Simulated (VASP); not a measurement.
Wanted: the native input for a VASP 6.6.1 run.

```yaml
Task: single point
Functional: PBE
Potentials_or_basis: VASP PAW PBE potentials, release 64 (Ni)
Cutoff: 600 eV
k_mesh: 18 × 18 × 18
Occupations: fermi-dirac, width 0.05 eV
Spin: collinear spin, ferromagnetic start
Starting_moments: "[0.592] μB"
Dipole_correction: no
Further_INCAR_settings: ALGO = Normal; EDIFF = 1e-06; NBANDS = 15
```

The structure of Ni lies in POSCAR:

```
Ni
1.0
   -1.3619459278      1.3619459278      1.3619459278
    1.3619459278     -1.3619459278      1.3619459278
    1.3619459278      1.3619459278     -1.3619459278
Ni
1
Direct
    0.0000000000      0.0000000000      0.0000000000
```

This cell differs from its parent crystal: volume scaled by 0.92.

The input as run:

INCAR

```
ALGO     = Normal         # electronic algorithm
EDIFF    = 1E-6           # SCF threshold, eV
ENCUT    = 600            # plane-wave cutoff, eV
GGA      = PE             # functional
GGA_COMPAT= F            
ISIF     = 2              # what is computed and relaxed
ISMEAR   = -1             # smearing method
ISPIN    = 2              # spin polarisation
LASPH    = T              # aspherical terms in the spheres
LCHARG   = F              # write CHGCAR
LMAXMIX  = 4              # l up to which the mixer works
LORBIT   = 11             # projections on sites
LREAL    = F              # projectors in reciprocal space
LWAVE    = F              # write WAVECAR
MAGMOM   = 0.592          # initial moments
NBANDS   = 15             # bands
NELM     = 200            # most SCF steps
PREC     = Accurate       # precision mode
SIGMA    = 0.05           # smearing width, eV
```

KPOINTS

```
k-points
0
Gamma
  18 18 18
```

Potentials or basis: VASP PAW PBE potentials, release 64 (Ni).

The run is started by

```bash
$ cat potpaw_PBE.64/Ni/POTCAR > POTCAR
$ mpirun -np 1 vasp_std > vasp.out
```

Results of the run:

```json
{
 "Pressure": "19.3 GPa",
 "Net moment": "0.52 μB per cell",
 "Site moments": "Ni +0.52 μB",
 "Valence electrons inside the program's atomic spheres": "Ni 9.46"
}
```

It took 65 s on 1 thread of Intel Xeon 6975P-C (shared host), peak memory 0.18 GiB.
